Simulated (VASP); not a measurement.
Crystal: CdS (Hawleyite).

```
Cd S
1.0
     0.00000    2.97370    2.97370
     2.97370    0.00000    2.97370
     2.97370    2.97370    0.00000
Cd S
1 1
Direct
  0.00000 0.00000 0.00000
  0.75000 0.75000 0.75000
```

Base run:

* Program: VASP 6.6.1
* Functional: r2SCAN
* Dispersion: rVV10
* Potentials or basis: VASP PAW PBE potentials, release 64 (Cd, S)
* Cutoff: 520 eV
* k mesh: 8 × 8 × 8
* Occupations: fermi-dirac, width 0.05 eV
* Spin: no spin polarisation

Its results: band gap on the k mesh 1.40 eV, direct; pressure -2.5 GPa.

Problem. The run is repeated on the same cell with these changes: dispersion from rVV10 to none. What comes out?

Solution. Band gap on the k mesh 1.46 eV, direct; pressure -1.7 GPa.

Dispersion adds attraction, which lowers the pressure at fixed volume.

Caveats: the PAW data sets were made with another functional, which shifts forces and pressure a little.

